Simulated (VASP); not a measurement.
# Ru (P6_3/mmc) in VASP: settings compared

Ru is run at these levels: r2SCAN, r2SCAN+rVV10, BLYP, r2SCANh, BHLYP; tasks: single point, relaxation of cell and atoms.

All numbers are computed with VASP 6.6.1; they aren't measurements. Logs are shortened: lines on timing, memory, paths and dates and some standing lists are left out, and cuts for length are marked.

**1. The cell of the first run**

Symmetry: P6_3/mmc, No. 194, hexagonal system. Conventional cell: a = 2.741 Å, b = 2.741 Å, c = 4.338 Å, α = 90.00°, β = 90.00°, γ = 120.00°. Within 3.5 Å of Ru (site symmetry -6m2) lie 12 Ru at 2.69 to 2.74 Å.

**2. Single point, r2SCAN**

The input, POSCAR:

```
Ru
1.0
    2.7414067149      0.0000000000      0.0000000000
   -1.3707033574      2.3741278572      0.0000000000
    0.0000000000      0.0000000000      4.3382472512
Ru
2
Direct
    0.6666666667      0.3333333333      0.7500000000
    0.3333333333      0.6666666667      0.2500000000
```

The input, INCAR.step1:

```
PREC = Accurate
ENCUT = 620
ISMEAR = -1
SIGMA = 0.05
LREAL = F
LASPH = T
NELM = 120
NBANDS = 23
GGA = PE
ALGO = Normal
EDIFF = 1E-5
LWAVE = T
LCHARG = F
GGA_COMPAT = F
```

The input, INCAR.step2:

```
PREC = Accurate
ENCUT = 620
EDIFF = 1E-6
ISMEAR = -1
SIGMA = 0.05
LREAL = F
LASPH = T
NELM = 120
ALGO = Normal
ISIF = 2
LWAVE = F
LCHARG = T
METAGGA = R2SCAN
LMIXTAU = T
LELF = T
LVHAR = T
NBANDS = 23
ISTART = 1
GGA_COMPAT = F
```

The input, KPOINTS:

```
Automatic mesh
0
Gamma
  11 11 6
```

Potentials or basis: VASP PAW PBE potentials, release 64 (Ru_sv).

Command:

```bash
> cat potpaw_PBE.64/Ru_sv/POTCAR > POTCAR
> cp INCAR.step1 INCAR
> mpirun -np 1 vasp_std > vasp.out
> cp INCAR.step2 INCAR
> mpirun -np 1 vasp_std > vasp.out
```

OUTCAR:

```text
PREC = Accurate
   ENCUT = 620
   EDIFF = 1E-6
   ISMEAR = -1
   LREAL = F
   LASPH = T
   NELM = 120
   ISIF = 2
   METAGGA = R2SCAN
   ISTART = 1

 ion  position               nearest neighbor table
   1  0.667  0.333  0.750-   2 2.69   2 2.69   2 2.69   2 2.69   2 2.69   2 2.69
   2  0.333  0.667  0.250-   1 2.69   1 2.69   1 2.69   1 2.69   1 2.69   1 2.69

  LATTYP: Found a hexagonal cell.
 ALAT       =     2.7414067149
 C/A-ratio  =     1.5824894670

  Lattice vectors:

 A1 = (   2.7414067149,   0.0000000000,   0.0000000000)
 A2 = (  -1.3707033574,   2.3741278572,   0.0000000000)
 A3 = (   0.0000000000,   0.0000000000,   4.3382472512)

Analysis of symmetry for initial positions (statically):
=====================================================================
 Subroutine PRICEL returns:
 Original cell was already a primitive cell.

 Routine SETGRP: Setting up the symmetry group for a
 hexagonal supercell.

 Subroutine GETGRP returns: Found 24 space group operations
 (whereof 12 operations were pure point group operations)
 out of a pool of 24 trial point group operations.

The static configuration has the point symmetry D_3d.
 The point group associated with its full space group is D_6h.

Analysis of symmetry for dynamics (positions and initial velocities):
=====================================================================
 Subroutine PRICEL returns:
 Original cell was already a primitive cell.

 Routine SETGRP: Setting up the symmetry group for a
 hexagonal supercell.

 Subroutine GETGRP returns: Found 24 space group operations
 (whereof 12 operations were pure point group operations)
 out of a pool of 24 trial point group operations.

The dynamic configuration has the point symmetry D_3d.
 The point group associated with its full space group is D_6h.

 Subroutine INISYM returns: Found 24 space group operations
 (whereof 12 operations are pure point group operations),
 and found     1 'primitive' translations

----------------------------------------------------------------------------------------

                                     Primitive cell

  volume of cell :      28.2353

  direct lattice vectors                    reciprocal lattice vectors
     2.741406715  0.000000000  0.000000000     0.364776228  0.210603653  0.000000000
    -1.370703357  2.374127857  0.000000000     0.000000000  0.421207306  0.000000000
     0.000000000  0.000000000  4.338247251     0.000000000  0.000000000  0.230507839

  length of vectors
     2.741406715  2.741406715  4.338247251     0.421207306  0.421207306  0.230507839

  position of ions in fractional coordinates (direct lattice)
     0.666666667  0.333333333  0.750000000
     0.333333333  0.666666667  0.250000000

  ion indices of the primitive-cell ions
   primitive index   ion index
                 1           1
                 2           2

----------------------------------------------------------------------------------------

 KPOINTS: Automatic mesh

Automatic generation of k-mesh.
 Grid dimensions read from file:
 generate k-points for:   11   11    6

 Generating k-lattice:

  Cartesian coordinates                     Fractional coordinates (reciprocal lattice)
     0.033161475  0.019145787  0.000000000     0.090909091  0.000000000  0.000000000
     0.000000000  0.038291573  0.000000000     0.000000000  0.090909091  0.000000000
     0.000000000  0.000000000  0.038417973     0.000000000  0.000000000  0.166666667

  Length of vectors
     0.038291573  0.038291573  0.038417973

  Shift w.r.t. Gamma in fractional coordinates (k-lattice)
     0.000000000  0.000000000  0.000000000

 Subroutine IBZKPT returns following result:
 ===========================================

 Found     64 irreducible k-points:

 Following reciprocal coordinates:
            Coordinates               Weight
  0.000000  0.000000  0.000000      1.000000
  0.090909 -0.000000  0.000000      6.000000
  0.181818  0.000000  0.000000      6.000000
  0.272727  0.000000  0.000000      6.000000
  0.363636  0.000000  0.000000      6.000000
  0.454545  0.000000  0.000000      6.000000
[... 16 lines left out ...]
  0.090909  0.090909  0.166667     12.000000
  0.181818  0.090909  0.166667     24.000000
 [... further k-points ...]
   k-points           NKPTS =     64   k-points in BZ     NKDIM =     64   number of bands    NBANDS=     23
   number of dos      NEDOS =    301   number of ions     NIONS =      2
   total plane-waves  NPLWV =  20736
   dimension x,y,z NGX =    24 NGY =   24 NGZ =   36
   dimension x,y,z NGXF=    48 NGYF=   48 NGZF=   72
   ions per type =               2
   NGX,Y,Z   is equivalent  to a cutoff of  14.55, 14.55, 13.80 a.u.
   NGXF,Y,Z  is equivalent  to a cutoff of  29.11, 29.11, 27.59 a.u.
 SYSTEM =  unknown system
   PREC   = accura    normal or accurate (medium, high low for compatibility)
   ISTART =      1    job   : 0-new  1-cont  2-samecut
   ICHARG =      0    charge: 1-file 2-atom 10-const
   ISPIN  =      1    spin polarized calculation?
   LNONCOLLINEAR =      F non collinear calculations
   LSORBIT =      F    spin-orbit coupling
   LASPH  =      T    aspherical Exc in radial PAW
   ENCUT  =  620.0 eV  45.57 Ry    6.75 a.u.   5.57  5.57  8.81*2*pi/ulx,y,z
   NELM   =    120;   NELMIN=  2; NELMDL=  0     # of ELM steps
   EDIFF  = 0.1E-05   stopping-criterion for ELM
   LREAL  =      F    real-space projection
[... 7 lines left out ...]
   TEBEG  =    0.0;   TEEND  =   0.0 temperature during run
   PSTRESS=    0.0 pullay stress
   NELECT =      32.0000    total number of electrons
   NUPDOWN=      -1.0000    fix difference up-down
   EMIN   =  10.00;   EMAX   =-10.00  energy-range for DOS
   EFERMI =   0.00;   METHOD = LEGACY
   ISMEAR =    -1;   SIGMA  =   0.05  broadening in eV -4-tet -1-fermi 0-gaus
   EFERMI_NEDOS =   21; number of points for ismear=-14 and -15
   IALGO  =     38    algorithm
   IMIX   =      4    mixing-type and parameters
     AMIX     =   0.40;   BMIX     =  1.00
     AMIX_MAG =   1.60;   BMIX_MAG =  1.00
  volume/ion in A,a.u.               =      14.12        95.27
  Fermi-wavevector in a.u.,A,eV,Ry     =   1.706845  3.225470 39.638144  2.913321
  Thomas-Fermi vector in A             =   2.785807
   LORBIT       =      0    0 simple, 1 ext, 2 COOP (PROOUT), +10 PAW based schemes
   METAGGA = R2SCAN    functional components
   LHFCALC =     F    Hartree Fock is set to
   AEXX    =    0.0000 exact exchange contribution
   IVDW    =     0    specifies the selected vdW correction
   LEPSILON=     F    determine dielectric tensor
   LRPA    =     F    only Hartree local field effects (RPA)
 non-spin polarized calculation
  energy-cutoff  :      620.00
  volume of cell :       28.24
 maximum number of plane-waves:      1020
 NGX is ok and might be reduce to    24
   NGX = 11   NGY = 11   NGZ = 17

 number of electron      32.0000002 magnetization

 Free energy of the ion-electron system (eV)
  ---------------------------------------------------
  ext. energy  EPLUGINS =         0.00000000
  ---------------------------------------------------
  free energy    TOTEN  =       -50.88416979 eV

  energy without entropy =      -50.86718039  energy(sigma->0) =      -50.87567509

 E-fermi :  14.1840     XC(G=0): -15.2585

 val. band max:       14.1626807520   @ k =   0.2727   0.0000   0.0000
 cond. band min:      14.1894568485   @ k =   0.3636   0.0000   0.3333
 fundamental gap:      0.0267760965
 Fermi energy:        14.1840151006

 k-point     1 :       0.0000    0.0000    0.0000
  band No.  band energies     occupation
      1     -61.0029      2.00000
      2     -60.8113      2.00000
      3     -30.6756      2.00000
      4     -29.7926      2.00000
      5     -29.7926      2.00000
      6     -29.6309      2.00000
[... 15 lines left out ...]
     22      29.8166      0.00000
     23      32.4012      0.00000

 k-point     2 :       0.0909   -0.0000    0.0000
  band No.  band energies     occupation
      1     -60.9917      2.00000
      2     -60.8070      2.00000
      3     -30.6490      2.00000
      4     -29.8484      2.00000
      5     -29.8114      2.00000
      6     -29.6889      2.00000
[... 15 lines left out ...]
     22      30.2803      0.00000
     23      32.7322      0.00000

 k-point     3 :       0.1818    0.0000    0.0000
  band No.  band energies     occupation
      1     -60.9610      2.00000
      2     -60.7961      2.00000
      3     -30.5736      2.00000
      4     -29.9982      2.00000
      5     -29.8600      2.00000
      6     -29.8411      2.00000
[... 15 lines left out ...]
     22      30.4296      0.00000
     23      32.9317      0.00000

 k-point     4 :       0.2727    0.0000    0.0000
  band No.  band energies     occupation
      1     -60.9184      2.00000
      2     -60.7839      2.00000
      3     -30.4619      2.00000
      4     -30.1946      2.00000
      5     -30.0336      2.00000
      6     -29.9209      2.00000
[... 15 lines left out ...]
     22      27.8435      0.00000
     23      31.2354      0.00000

 k-point     5 :       0.3636    0.0000    0.0000
  band No.  band energies     occupation
      1     -60.8749      2.00000
      2     -60.7768      2.00000
      3     -30.3750      2.00000
      4     -30.3359      2.00000
      5     -30.2043      2.00000
      6     -29.9749      2.00000
[... 434 lines left out ...]
 k-point    22 :       0.4545    0.0000    0.1667
  band No.  band energies     occupation
      1     -60.8402      2.00000
      2     -60.7814      2.00000
      3     -30.5370      2.00000
      4     -30.3646      2.00000
      5     -30.1403      2.00000
      6     -29.9888      2.00000
[... 15 lines left out ...]
     22      26.1954      0.00000
     23      28.5101      0.00000

 k-point    23 :       0.0909    0.0909    0.1667
  band No.  band energies     occupation
      1     -60.9594      2.00000
      2     -60.8110      2.00000
      3     -30.5442      2.00000
      4     -29.9202      2.00000
      5     -29.8770      2.00000
      6     -29.8054      2.00000
[... 15 lines left out ...]
     22      30.4651      0.00000
     23      32.7442      0.00000

 k-point    24 :       0.1818    0.0909    0.1667
  band No.  band energies     occupation
      1     -60.9243      2.00000
      2     -60.7978      2.00000
      3     -30.4783      2.00000
      4     -30.0698      2.00000
      5     -30.0244      2.00000
      6     -29.8790      2.00000
[... 15 lines left out ...]
     22      29.5666      0.00000
     23      31.1185      0.00000

 [... further k-points ...]
[... 5 lines left out ...]
  --------------------------------------------------------------------------------------
  -------------------------------------------------------------------------------------
  Total       -2.3000054     -2.3000054     -2.6013997     -0.0000000      0.0000000     -0.0000000
  in kB     -130.5111346   -130.5111346   -147.6134007     -0.0000000      0.0000000     -0.0000000
  external PRESSURE =    -136.2118900 kB  Pullay stress =       0.0000000 kB

 VOLUME and BASIS-vectors are now :
 -----------------------------------------------------------------------------
  energy-cutoff  :      620.00
  volume of cell :       28.24
      direct lattice vectors                 reciprocal lattice vectors
     2.741406715  0.000000000  0.000000000     0.364776228  0.210603653  0.000000000
    -1.370703357  2.374127857  0.000000000     0.000000000  0.421207306  0.000000000
     0.000000000  0.000000000  4.338247251     0.000000000  0.000000000  0.230507839

 POSITION                                       TOTAL-FORCE (eV/Angst)
 -----------------------------------------------------------------------------------
      1.37070      0.79138      3.25369        -0.000000      0.000000      0.000000
     -0.00000      1.58275      1.08456         0.000000     -0.000000      0.000000
 -----------------------------------------------------------------------------------
    total drift:                                0.000000     -0.000000      0.000000

  FREE ENERGIE OF THE ION-ELECTRON SYSTEM (eV)
  ---------------------------------------------------
  free  energy   TOTEN  =       -50.8841697883 eV

  energy  without entropy=      -50.8671803897  energy(sigma->0) =      -50.87567509
```

Run time: 2.5 min. Hardware: 1 thread of AMD EPYC 7R13 (Zen 3), shared host; peak memory 0.16 GiB.

What came out:

- Free energy: -50.8842 eV
- Pressure: -13.6 GPa
- Band gap on the k mesh: zero (bands 16 and 17 overlap by 3.01 eV)

Stress tensor (GPa, compression positive):
```
-13.05   0.00   0.00
  0.00 -13.05   0.00
  0.00   0.00 -14.76
```

Caveat: the cell stands under tension; the PAW data sets were made with another functional, which shifts forces and pressure a little.

(Part 1 of 2 ends here.)

The gap in the log of VASP goes by the Fermi energy; the results here count the filled bands.